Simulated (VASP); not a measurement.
## TiSe: single point with PBEsol

The system is TiSe.

```
CELL_PARAMETERS angstrom
0.00000 2.85058 2.85058
2.85058 0.00000 2.85058
2.85058 2.85058 0.00000
ATOMIC_POSITIONS crystal
Ti 0.00000 0.00000 0.00000
Se 0.25000 0.25000 0.25000
```

```json
{
  "Program": "VASP 6.6.1",
  "Task": "single point",
  "Functional": "PBEsol",
  "Potentials or basis": "VASP PAW PBE potentials, release 64 (Ti_sv, Se)",
  "Cutoff": "520 eV",
  "k mesh": "10 × 10 × 10",
  "Occupations": "gaussian, width 0.05 eV",
  "Spin": "collinear spin, ferromagnetic start",
  "Starting moments": "[0.79, 0.0] μB"
}
```

```
Pressure                                              : 0.1 GPa
Net moment                                            : 0.96 μB per cell
Site moments                                          : Ti +0.79; Se -0.02 μB
Valence electrons inside the program's atomic spheres : Ti 10.27; Se 3.99
```

Levels at points of the mesh, in eV from the Fermi level:
Spin up:
| k point | band 7 | band 8 | band 9 | band 10 | band 11 | band 12 |
| --- | --- | --- | --- | --- | --- | --- |
| (0.00, 0.00, 0.00) | -4.19 | -4.19 | -0.15 | -0.15 | 0.95 | 3.37 |
| (0.50, 0.00, 0.00) | -3.99 | -3.99 | 0.09 | 0.09 | 0.24 | 1.84 |
| (0.50, 0.50, 0.00) | -3.81 | -3.81 | -1.16 | 0.14 | 0.41 | 0.80 |
Spin down:
```
           k point  band 5  band 6  band 7  band 8  band 9  band 10  band 11  band 12
(0.00, 0.00, 0.00)  -14.62   -4.00   -4.00   -4.00    0.71     0.71     1.15     3.78
(0.50, 0.00, 0.00)  -13.99   -5.62   -3.80   -3.80    0.77     0.92     0.92     2.30
(0.50, 0.50, 0.00)  -13.79   -5.65   -3.68   -3.68   -0.78     0.87     1.35     1.35
```

Run time: 73 s on 1 thread of AMD EPYC 7R43 64-Core Processor (Zen 3), on a shared host, peak memory 0.19 GiB.

Caveat: the PAW data sets were made with another functional, which shifts forces and pressure a little.
